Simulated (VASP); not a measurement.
# AlN (P6_3mc) in VASP: notebook, part 2 of 2

VASP 6.6.1. The steps go on from the part before.

**3. Vibrations by perturbation theory, PBEsol**

This run uses another cell than the first one, of 10.57 Å³/atom.

Contents of INCAR:

```
ALGO = Normal
EDIFF = 1E-8
ENCUT = 520
GGA = PS
IBRION = 8
ISIF = 2
ISMEAR = 0
LASPH = True
LCHARG = True
LREAL = False
LWAVE = False
NELM = 80
NSW = 1
PREC = Accurate
SIGMA = 0.01
```

Contents of KPOINTS:

```
k-points
0
Gamma
  8 8 6
```

Contents of POSCAR:

```
AlN
1.0
    3.1237156610      0.0000000000      0.0000000000
   -1.5618578305      2.7052171167      0.0000000000
    0.0000000000      0.0000000000      5.0026582588
Al N
2 2
Direct
    0.3333333333      0.6666666667     -0.0009039837
    0.6666666667      0.3333333333      0.4990960163
    0.3333333333      0.6666666667      0.3809039837
    0.6666666667      0.3333333333      0.8809039837
```

Potentials or basis: VASP PAW PBE potentials, release 64 (Al, N).

On the command line:

```bash
cat potpaw_PBE.64/Al/POTCAR potpaw_PBE.64/N/POTCAR > POTCAR
mpirun -np 1 vasp_std > vasp.out
```

OUTCAR:

```text
EDIFF = 1E-8
   ENCUT = 520
   GGA = PS
   IBRION = 8
   ISIF = 2
   ISMEAR = 0
   LASPH = True
   LREAL = False
   NELM = 80
   NSW = 1
   PREC = Accurate

 ion  position               nearest neighbor table
   1  0.333  0.667  0.999-   4 1.90   4 1.90   4 1.90   3 1.91   2 3.08   2 3.08   2 3.08   2 3.08
                             2 3.08   2 3.08
   2  0.667  0.333  0.499-   3 1.90   3 1.90   3 1.90   4 1.91   1 3.08   1 3.08   1 3.08   1 3.08
                             1 3.08   1 3.08
   3  0.333  0.667  0.381-   2 1.90   2 1.90   2 1.90   1 1.91
   4  0.667  0.333  0.881-   1 1.90   1 1.90   1 1.90   2 1.91

  LATTYP: Found a hexagonal cell.
 ALAT       =     3.1237156610
 C/A-ratio  =     1.6015088445

  Lattice vectors:

 A1 = (   3.1237156610,   0.0000000000,   0.0000000000)
 A2 = (  -1.5618578305,   2.7052171167,   0.0000000000)
 A3 = (   0.0000000000,   0.0000000000,   5.0026582588)

Analysis of symmetry for initial positions (statically):
=====================================================================
 Subroutine PRICEL returns:
 Original cell was already a primitive cell.

 Routine SETGRP: Setting up the symmetry group for a
 hexagonal supercell.

 Subroutine GETGRP returns: Found 12 space group operations
 (whereof  6 operations were pure point group operations)
 out of a pool of 24 trial point group operations.

The static configuration has the point symmetry C_3v.
 The point group associated with its full space group is C_6v.

Analysis of symmetry for dynamics (positions and initial velocities):
=====================================================================
 Subroutine PRICEL returns:
 Original cell was already a primitive cell.

 Routine SETGRP: Setting up the symmetry group for a
 hexagonal supercell.

 Subroutine GETGRP returns: Found 12 space group operations
 (whereof  6 operations were pure point group operations)
 out of a pool of 24 trial point group operations.

The dynamic configuration has the point symmetry C_3v.
 The point group associated with its full space group is C_6v.

 Subroutine INISYM returns: Found 12 space group operations
 (whereof  6 operations are pure point group operations),
 and found     1 'primitive' translations

----------------------------------------------------------------------------------------

                                     Primitive cell

  volume of cell :      42.2741

  direct lattice vectors                    reciprocal lattice vectors
     3.123715661  0.000000000  0.000000000     0.320131570  0.184828048  0.000000000
    -1.561857830  2.705217117  0.000000000     0.000000000  0.369656097  0.000000000
[... 522 lines left out ...]
  volume of cell :       42.27
      direct lattice vectors                 reciprocal lattice vectors
     3.123715661  0.000000000  0.000000000     0.320131570  0.184828048  0.000000000
    -1.561857830  2.705217117  0.000000000     0.000000000  0.369656097  0.000000000
     0.000000000  0.000000000  5.002658259     0.000000000  0.000000000  0.199893726

 POSITION                                       TOTAL-FORCE (eV/Angst)
 -----------------------------------------------------------------------------------
     -0.00000      1.80348      4.99814        -0.000000      0.000000      0.000173
      1.56186      0.90174      2.49681         0.000000     -0.000000      0.000173
     -0.00000      1.80348      1.90553        -0.000000      0.000000     -0.000173
      1.56186      0.90174      4.40686         0.000000      0.000000     -0.000173
 -----------------------------------------------------------------------------------
    total drift:                               -0.000000      0.000000      0.000445

  FREE ENERGIE OF THE ION-ELECTRON SYSTEM (eV)
  ---------------------------------------------------
  free  energy   TOTEN  =       -31.3097997461 eV

  energy  without entropy=      -31.3097997461  energy(sigma->0) =      -31.30979975

[... ionic steps 2 to 9 ...]

--------------------------------------- Ionic step       10  -------------------------------------------

------------------------ aborting loop because EDIFF is reached ----------------------------------------

[... ionic steps 11 to 11 ...]

--------------------------------------- Ionic step       12  -------------------------------------------

 Free energy of the ion-electron system (eV)
  ---------------------------------------------------
  ---------------------------------------------------
  free energy    TOTEN  =        -0.25236096 eV

  energy without entropy =       -0.25236096

------------------------ aborting loop because EDIFF is reached ----------------------------------------

 INTERNAL STRAIN TENSOR  FOR ION    3  DIRECTION 3   (eV/Angst):
 -----------------------------------------------------------------------------
     5.29198 -0.00000 -0.00000
     0.00000  5.29198  0.00000
    -0.00000  0.00000-11.72433

 INTERNAL STRAIN TENSOR FOR ION    4 for displacements in x,y,z  (eV/Angst):
          X           Y           Z          XY          YZ          ZX
  --------------------------------------------------------------------------------
  x     0.00000    -0.00000     0.00000    10.11956     0.00000     5.07026
  y    10.11956   -10.11956     0.00000     0.00000     5.09325     0.00000
  z     5.29198     5.29198   -11.72433     0.00000     0.00000     0.00000

 SECOND DERIVATIVES (NOT SYMMETRIZED)
 ------------------------------------
               1X          1Y          1Z          2X          2Y          2Z          3X          3Y          3Z          4X          4Y          4Z
  1X   -15.220560   -0.000000   -0.000000    0.651152    0.000000   -0.000000    1.458201    0.000000    0.000000   13.111207    0.000000    0.000000
  1Y     0.000000  -15.220560    0.000000    0.000000    0.651152    0.000000    0.000000    1.458201    0.000000   -0.000000   13.111207    0.000000
  1Z     0.000000   -0.000000  -20.416427    0.000000    0.000000    8.221232    0.000000    0.000000    6.084860    0.000000    0.000000    6.110334
  2X     0.651152   -0.000000    0.000000  -15.220560   -0.000000    0.000000   13.111207    0.000000    0.000000    1.458201    0.000000   -0.000000
  2Y     0.000000    0.651152    0.000000    0.000000  -15.220560    0.000000    0.000000   13.111207    0.000000    0.000000    1.458201   -0.000000
  2Z     0.000000    0.000000    8.221232    0.000000    0.000000  -20.416427    0.000000   -0.000000    6.110334   -0.000000    0.000000    6.084860
  3X     1.458839    0.000000    0.000000   13.112093    0.000000    0.000000  -15.262077    0.000000    0.000000    0.691145    0.000000   -0.000000
  3Y    -0.000000    1.458839    0.000000    0.000000   13.112093    0.000000    0.000000  -15.262077    0.000000   -0.000000    0.691145    0.000000
  3Z    -0.000000    0.000000    6.054726    0.000000    0.000000    6.135800    0.000000   -0.000000  -18.990045    0.000000    0.000000    6.799519
  4X    13.112093   -0.000000    0.000000    1.458839    0.000000    0.000000    0.691145    0.000000    0.000000  -15.262077    0.000000    0.000000
  4Y     0.000000   13.112093    0.000000   -0.000000    1.458839    0.000000   -0.000000    0.691145    0.000000    0.000000  -15.262077    0.000000
  4Z     0.000000    0.000000    6.135800   -0.000000    0.000000    6.054726   -0.000000    0.000000    6.799519    0.000000    0.000000  -18.990045

 Eigenvectors and eigenvalues of the dynamical matrix
 ----------------------------------------------------

   1 f  =   21.217506 THz   133.313520 2PiTHz  707.739810 cm-1    87.748514 meV
             X         Y         Z           dx          dy          dz
     -0.000000  1.803478  4.998136    -0.000000   -0.000000   -0.002483
      1.561858  0.901739  2.496807    -0.000000   -0.000000    0.002483
     -0.000000  1.803478  1.905532     0.000000    0.000000   -0.707102
      1.561858  0.901739  4.406862     0.000000    0.000000    0.707102
[... 71 lines left out ...]
  12 f/i=    0.001632 THz     0.010256 2PiTHz    0.054450 cm-1     0.006751 meV
             X         Y         Z           dx          dy          dz
     -0.000000  1.803478  4.998136     0.000000   -0.000000   -0.573706
      1.561858  0.901739  2.496807     0.000000   -0.000000   -0.573706
     -0.000000  1.803478  1.905532     0.000000   -0.000000   -0.413355
      1.561858  0.901739  4.406862     0.000000   -0.000000   -0.413355

--------------------------------------------------------------------------------------------------------

 ELASTIC MODULI CONTR FROM IONIC RELAXATION (kBar)
 Direction    XX          YY          ZZ          XY          YZ          ZX
 --------------------------------------------------------------------------------
 XX        -666.7752    317.7976    386.5630     -0.0000     -0.0000     -0.0000
 YY         317.7976   -666.7752    386.5630      0.0000      0.0000      0.0000
 ZZ         386.5630    386.5630   -856.3927      0.0000      0.0000     -0.0000
 XY          -0.0000      0.0000      0.0000   -492.2864     -0.0000      0.0000
 YZ           0.0000     -0.0000      0.0000     -0.0000   -122.7843     -0.0000
 ZX          -0.0000      0.0000     -0.0000      0.0000     -0.0000   -131.0061
 --------------------------------------------------------------------------------
```

Wall time 3.6 min (1 thread of AMD EPYC 7R13 (Zen 3), shared host); peak memory 0.34 GiB.

What came out:

```yaml
Highest_phonon_frequency_at_Γ_LO-TO_splitting_left_out: 708 cm⁻¹
```

Phonon frequencies in cm⁻¹ (negative: imaginary):
```csv
q point,frequencies
"(0.000, 0.000, 0.000)",0 0 0 236 236 537 600 644 644 656 656 708
```

Caveat: the cell stands under pressure or tension, which shifts response properties; the PAW data sets were made with another functional, which shifts forces and pressure a little.
